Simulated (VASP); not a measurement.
# GaAs (F-43m) in VASP: single point with LDA

Aim: the single point of GaAs with LDA.

Everything below comes from runs of VASP 6.6.1. Logs are shortened: lines on timing, memory, paths and dates and some standing lists are left out, and cuts for length are marked.

**1. The cell of the first run**

Symmetry: F-43m, No. 216, cubic system. Conventional cell: a = 5.603 Å, b = 5.603 Å, c = 5.603 Å, α = 90.00°, β = 90.00°, γ = 90.00°. Within 3.2 Å of Ga (site symmetry -43m) lie 4 As at 2.43 Å. Within 3.2 Å of As (site symmetry -43m) lie 4 Ga at 2.43 Å.

**2. Single point, LDA**

The input, INCAR:

```
SYSTEM = GaAs
  PREC = Accurate
  ENCUT = 520
  EDIFF = 1E-7
  ISMEAR = 0
  SIGMA = 0.1
  LREAL = .False.
  LASPH = .True.
  NELM = 100
  ALGO = Normal
  ISIF = 2
  LWAVE = .False.
  LCHARG = .False.
  GGA = CA
  NBANDS = 16
```

The input, KPOINTS:

```
regular mesh
0
Gamma
  12 12 12
  0 0 0
```

The input, POSCAR:

```
GaAs
1.0
    0.0000000000      2.8016907960      2.8016907960
    2.8016907960      0.0000000000      2.8016907960
    2.8016907960      2.8016907960      0.0000000000
Ga As
1 1
Direct
    0.0000000000      0.0000000000      0.0000000000
    0.7500000000      0.7500000000      0.7500000000
```

Potentials or basis: VASP PAW LDA potentials, release 64 (Ga_d, As).

Command:

```sh
> cat potpaw_LDA.64/Ga_d/POTCAR potpaw_LDA.64/As/POTCAR > POTCAR
> mpirun -np 1 vasp_std > vasp.out
```

OUTCAR:

```text
SYSTEM = GaAs
   PREC = Accurate
   ENCUT = 520
   EDIFF = 1E-7
   ISMEAR = 0
   LREAL = .False.
   LASPH = .True.
   NELM = 100
   ISIF = 2
   GGA = CA

 ion  position               nearest neighbor table
   1  0.000  0.000  0.000-   2 2.43   2 2.43   2 2.43   2 2.43
   2  0.750  0.750  0.750-   1 2.43   1 2.43   1 2.43   1 2.43

  LATTYP: Found a face centered cubic cell.
 ALAT       =     5.6033815920

  Lattice vectors:

 A1 = (   0.0000000000,   2.8016907960,   2.8016907960)
 A2 = (   2.8016907960,   0.0000000000,   2.8016907960)
 A3 = (   2.8016907960,   2.8016907960,   0.0000000000)

Analysis of symmetry for initial positions (statically):
=====================================================================
 Subroutine PRICEL returns:
 Original cell was already a primitive cell.

 Routine SETGRP: Setting up the symmetry group for a
 face centered cubic supercell.

 Subroutine GETGRP returns: Found 24 space group operations
 (whereof 24 operations were pure point group operations)
 out of a pool of 48 trial point group operations.

The static configuration has the point symmetry T_d .

Analysis of symmetry for dynamics (positions and initial velocities):
=====================================================================
 Subroutine PRICEL returns:
 Original cell was already a primitive cell.

 Routine SETGRP: Setting up the symmetry group for a
 face centered cubic supercell.

 Subroutine GETGRP returns: Found 24 space group operations
 (whereof 24 operations were pure point group operations)
 out of a pool of 48 trial point group operations.

The dynamic configuration has the point symmetry T_d .

 Subroutine INISYM returns: Found 24 space group operations
 (whereof 24 operations are pure point group operations),
 and found     1 'primitive' translations

----------------------------------------------------------------------------------------

                                     Primitive cell

  volume of cell :      43.9836

  direct lattice vectors                    reciprocal lattice vectors
     0.000000000  2.801690796  2.801690796    -0.178463662  0.178463662  0.178463662
     2.801690796  0.000000000  2.801690796     0.178463662 -0.178463662  0.178463662
     2.801690796  2.801690796  0.000000000     0.178463662  0.178463662 -0.178463662

  length of vectors
     3.962189121  3.962189121  3.962189121     0.309108130  0.309108130  0.309108130

  position of ions in fractional coordinates (direct lattice)
     0.000000000  0.000000000  0.000000000
     0.750000000  0.750000000  0.750000000

  ion indices of the primitive-cell ions
   primitive index   ion index
                 1           1
                 2           2

----------------------------------------------------------------------------------------

 KPOINTS: regular mesh

Automatic generation of k-mesh.
 Grid dimensions read from file:
 generate k-points for:   12   12   12

 Generating k-lattice:

  Cartesian coordinates                     Fractional coordinates (reciprocal lattice)
    -0.014871972  0.014871972  0.014871972     0.083333333  0.000000000  0.000000000
     0.014871972 -0.014871972  0.014871972     0.000000000  0.083333333  0.000000000
     0.014871972  0.014871972 -0.014871972     0.000000000  0.000000000  0.083333333

  Length of vectors
     0.025759011  0.025759011  0.025759011

  Shift w.r.t. Gamma in fractional coordinates (k-lattice)
     0.000000000  0.000000000  0.000000000

 Subroutine IBZKPT returns following result:
 ===========================================

 Found     72 irreducible k-points:

 Following reciprocal coordinates:
            Coordinates               Weight
  0.000000  0.000000  0.000000      1.000000
  0.083333  0.000000  0.000000      8.000000
  0.166667  0.000000  0.000000      8.000000
  0.250000  0.000000  0.000000      8.000000
  0.333333  0.000000  0.000000      8.000000
  0.416667  0.000000  0.000000      8.000000
[... 16 lines left out ...]
  0.500000  0.166667  0.000000     24.000000
 -0.416667  0.166667  0.000000     24.000000
 [... further k-points ...]
   k-points           NKPTS =     72   k-points in BZ     NKDIM =     72   number of bands    NBANDS=     16
   number of dos      NEDOS =    301   number of ions     NIONS =      2
   total plane-waves  NPLWV =  27000
   dimension x,y,z NGX =    30 NGY =   30 NGZ =   30
   dimension x,y,z NGXF=    60 NGYF=   60 NGZF=   60
   ions per type =               1   1
   NGX,Y,Z   is equivalent  to a cutoff of  12.59, 12.59, 12.59 a.u.
   NGXF,Y,Z  is equivalent  to a cutoff of  25.17, 25.17, 25.17 a.u.
 SYSTEM =  GaAs
   PREC   = accura    normal or accurate (medium, high low for compatibility)
   ISTART =      0    job   : 0-new  1-cont  2-samecut
   ICHARG =      2    charge: 1-file 2-atom 10-const
   ISPIN  =      1    spin polarized calculation?
   LNONCOLLINEAR =      F non collinear calculations
   LSORBIT =      F    spin-orbit coupling
   LASPH  =      T    aspherical Exc in radial PAW
   ENCUT  =  520.0 eV  38.22 Ry    6.18 a.u.   7.37  7.37  7.37*2*pi/ulx,y,z
   NELM   =    100;   NELMIN=  2; NELMDL= -5     # of ELM steps
   EDIFF  = 0.1E-06   stopping-criterion for ELM
   LREAL  =      F    real-space projection
   EDIFFG = 0.1E-05   stopping-criterion for IOM
   NSW    =      0    number of steps for IOM
   IBRION =     -1    ionic relax: 0-MD 1-quasi-New 2-CG
   NFREE  =      0    steps in history (QN), initial steepest desc. (CG)
   ISIF   =      2    stress and relaxation
   ISYM   =      2    0-nonsym 1-usesym 2-fastsym
   POTIM  = 0.5000    time-step for ionic-motion
   TEBEG  =    0.0;   TEEND  =   0.0 temperature during run
   PSTRESS=    0.0 pullay stress
   NELECT =      18.0000    total number of electrons
   NUPDOWN=      -1.0000    fix difference up-down
   EMIN   =  10.00;   EMAX   =-10.00  energy-range for DOS
   EFERMI =   0.00;   METHOD = LEGACY
   ISMEAR =     0;   SIGMA  =   0.10  broadening in eV -4-tet -1-fermi 0-gaus
   EFERMI_NEDOS =   21; number of points for ismear=-14 and -15
   IALGO  =     38    algorithm
   IMIX   =      4    mixing-type and parameters
     AMIX     =   0.40;   BMIX     =  1.00
     AMIX_MAG =   1.60;   BMIX_MAG =  1.00
  volume/ion in A,a.u.               =      21.99       148.41
  Fermi-wavevector in a.u.,A,eV,Ry     =   1.215445  2.296859 20.099990  1.477308
  Thomas-Fermi vector in A             =   2.350832
   LORBIT       =      0    0 simple, 1 ext, 2 COOP (PROOUT), +10 PAW based schemes
   GGA     = CA    functional components
   LHFCALC =     F    Hartree Fock is set to
   AEXX    =    0.0000 exact exchange contribution
   IVDW    =     0    specifies the selected vdW correction
   LEPSILON=     F    determine dielectric tensor
   LRPA    =     F    only Hartree local field effects (RPA)
 non-spin polarized calculation
 Gauss-broadening in eV      SIGMA  =   0.10
  energy-cutoff  :      520.00
  volume of cell :       43.98
 maximum number of plane-waves:      1243
 NGX is ok and might be reduce to    30
   NGX = 15   NGY = 15   NGZ = 15

 number of electron      18.0000013 magnetization

 Free energy of the ion-electron system (eV)
  ---------------------------------------------------
  ext. energy  EPLUGINS =         0.00000000
  ---------------------------------------------------
  free energy    TOTEN  =        -9.64202536 eV

  energy without entropy =       -9.64202527  energy(sigma->0) =       -9.64202531

 E-fermi :   4.3370     XC(G=0): -10.0313

 val. band max:        4.0595802356   @ k =   0.0000   0.0000   0.0000
 cond. band min:       4.5950721998   @ k =   0.0000   0.0000   0.0000
 fundamental gap:      0.5354919642
 Fermi energy:         4.3369958898

 k-point     1 :       0.0000    0.0000    0.0000
  band No.  band energies     occupation
      1     -10.9181      2.00000
      2     -10.9181      2.00000
      3     -10.9181      2.00000
      4     -10.8333      2.00000
      5     -10.8333      2.00000
      6      -8.9002      2.00000
[... 8 lines left out ...]
     15      14.2986      0.00000
     16      14.2986      0.00000

 k-point     2 :       0.0833    0.0000    0.0000
  band No.  band energies     occupation
      1     -10.9250      2.00000
      2     -10.9163      2.00000
      3     -10.9163      2.00000
      4     -10.8334      2.00000
      5     -10.8334      2.00000
      6      -8.8152      2.00000
[... 8 lines left out ...]
     15      13.7026      0.00000
     16      13.7026      0.00000

 k-point     3 :       0.1667    0.0000    0.0000
  band No.  band energies     occupation
      1     -10.9426      2.00000
      2     -10.9117      2.00000
      3     -10.9117      2.00000
      4     -10.8335      2.00000
      5     -10.8335      2.00000
      6      -8.5676      2.00000
[... 8 lines left out ...]
     15      13.1268      0.00000
     16      13.1268      0.00000

 k-point     4 :       0.2500    0.0000    0.0000
  band No.  band energies     occupation
      1     -10.9647      2.00000
      2     -10.9060      2.00000
      3     -10.9060      2.00000
      4     -10.8330      2.00000
      5     -10.8330      2.00000
      6      -8.1806      2.00000
[... 8 lines left out ...]
     15      13.1086      0.00000
     16      13.1086      0.00000

 k-point     5 :       0.3333    0.0000    0.0000
  band No.  band energies     occupation
      1     -10.9850      2.00000
      2     -10.9011      2.00000
      3     -10.9011      2.00000
      4     -10.8316      2.00000
      5     -10.8316      2.00000
      6      -7.7048      2.00000
[... 8 lines left out ...]
     15      13.7653      0.00000
     16      13.7653      0.00000

 k-point     6 :       0.4167    0.0000    0.0000
  band No.  band energies     occupation
      1     -10.9990      2.00000
      2     -10.8982      2.00000
      3     -10.8982      2.00000
      4     -10.8299      2.00000
      5     -10.8299      2.00000
      6      -7.2548      2.00000
[... 8 lines left out ...]
     15      14.9389      0.00000
     16      14.9389      0.00000

 k-point     7 :       0.5000    0.0000    0.0000
  band No.  band energies     occupation
      1     -11.0040      2.00000
      2     -10.8973      2.00000
      3     -10.8973      2.00000
      4     -10.8291      2.00000
      5     -10.8291      2.00000
      6      -7.0518      2.00000
[... 8 lines left out ...]
     15      16.0107      0.00000
     16      16.0107      0.00000

 k-point     8 :       0.0833    0.0833    0.0000
  band No.  band energies     occupation
      1     -10.9290      2.00000
      2     -10.9147      2.00000
      3     -10.9147      2.00000
      4     -10.8346      2.00000
      5     -10.8323      2.00000
      6      -8.7869      2.00000
[... 8 lines left out ...]
     15      12.9179      0.00000
     16      14.4122      0.00000

 k-point     9 :       0.1667    0.0833    0.0000
  band No.  band energies     occupation
      1     -10.9433      2.00000
      2     -10.9110      2.00000
      3     -10.9101      2.00000
      4     -10.8360      2.00000
      5     -10.8315      2.00000
      6      -8.5935      2.00000
[... 8 lines left out ...]
     15      13.0439      0.00000
     16      14.0642      0.00000
[... 172 lines left out ...]
 k-point    19 :       0.1667    0.1667    0.0000
  band No.  band energies     occupation
      1     -10.9555      2.00000
      2     -10.9053      2.00000
      3     -10.9053      2.00000
      4     -10.8391      2.00000
      5     -10.8298      2.00000
      6      -8.4570      2.00000
[... 8 lines left out ...]
     15      13.6386      0.00000
     16      14.7523      0.00000

 k-point    20 :       0.2500    0.1667    0.0000
  band No.  band energies     occupation
      1     -10.9719      2.00000
      2     -10.9000      2.00000
      3     -10.8991      2.00000
      4     -10.8416      2.00000
      5     -10.8284      2.00000
      6      -8.1689      2.00000
[... 8 lines left out ...]
     15      14.5261      0.00000
     16      14.7502      0.00000

 k-point    21 :       0.3333    0.1667    0.0000
  band No.  band energies     occupation
      1     -10.9882      2.00000
      2     -10.8961      2.00000
      3     -10.8934      2.00000
      4     -10.8423      2.00000
      5     -10.8272      2.00000
      6      -7.7590      2.00000
[... 8 lines left out ...]
     15      14.7791      0.00000
     16      15.0696      0.00000

 k-point    22 :       0.4167    0.1667    0.0000
  band No.  band energies     occupation
      1     -11.0011      2.00000
      2     -10.8938      2.00000
      3     -10.8897      2.00000
      4     -10.8407      2.00000
      5     -10.8267      2.00000
      6      -7.2931      2.00000
[... 8 lines left out ...]
     15      15.0309      0.00000
     16      15.9467      0.00000

 k-point    23 :       0.5000    0.1667    0.0000
  band No.  band energies     occupation
      1     -11.0082      2.00000
      2     -10.8930      2.00000
      3     -10.8884      2.00000
      4     -10.8375      2.00000
      5     -10.8277      2.00000
      6      -6.9174      2.00000
[... 8 lines left out ...]
     15      15.6378      0.00000
     16      16.0383      0.00000

 k-point    24 :      -0.4167    0.1667    0.0000
  band No.  band energies     occupation
      1     -11.0083      2.00000
      2     -10.8932      2.00000
      3     -10.8894      2.00000
      4     -10.8343      2.00000
      5     -10.8304      2.00000
      6      -6.8558      2.00000
[... 8 lines left out ...]
     15      14.4883      0.00000
     16      15.1638      0.00000

 [... further k-points ...]
[... 5 lines left out ...]
  --------------------------------------------------------------------------------------
  -------------------------------------------------------------------------------------
  Total        0.0866888      0.0866888      0.0866888      0.0000000     -0.0000000     -0.0000000
  in kB        3.1577892      3.1577892      3.1577892      0.0000000     -0.0000000     -0.0000000
  external PRESSURE =       3.1577892 kB  Pullay stress =       0.0000000 kB

 VOLUME and BASIS-vectors are now :
 -----------------------------------------------------------------------------
  energy-cutoff  :      520.00
  volume of cell :       43.98
      direct lattice vectors                 reciprocal lattice vectors
     0.000000000  2.801690796  2.801690796    -0.178463662  0.178463662  0.178463662
     2.801690796  0.000000000  2.801690796     0.178463662 -0.178463662  0.178463662
     2.801690796  2.801690796  0.000000000     0.178463662  0.178463662 -0.178463662

 POSITION                                       TOTAL-FORCE (eV/Angst)
 -----------------------------------------------------------------------------------
      0.00000      0.00000      0.00000         0.000000      0.000000      0.000000
      4.20254      4.20254      4.20254        -0.000000     -0.000000     -0.000000
 -----------------------------------------------------------------------------------
    total drift:                                0.000001      0.000001      0.000000

  FREE ENERGIE OF THE ION-ELECTRON SYSTEM (eV)
  ---------------------------------------------------
  free  energy   TOTEN  =        -9.6420253577 eV

  energy  without entropy=       -9.6420252713  energy(sigma->0) =       -9.64202531
```

Wall time 55 s (1 thread of Intel Xeon 6975P-C (Granite Rapids), shared host); peak memory 0.18 GiB.

What came out:

| Item | Value |
| --- | --- |
| Free energy | -9.6420 eV |
| Pressure | 0.3 GPa |
| Band gap on the k mesh | 0.54 eV, direct |

Levels at points of the mesh, in eV from the valence-band top:
| k point | band 6 | band 7 | band 8 | band 9 | band 10 | band 11 | band 12 | band 13 |
| --- | --- | --- | --- | --- | --- | --- | --- | --- |
| (0.00, 0.00, 0.00) | -12.96 | 0.00 | 0.00 | 0.00 | 0.54 | 3.68 | 3.68 | 3.68 |
| (0.50, 0.00, 0.00) | -11.11 | -6.84 | -1.19 | -1.19 | 0.94 | 4.59 | 4.59 | 7.59 |
| (0.50, 0.50, 0.00) | -10.34 | -7.00 | -2.79 | -2.79 | 1.29 | 1.54 | 10.26 | 10.26 |
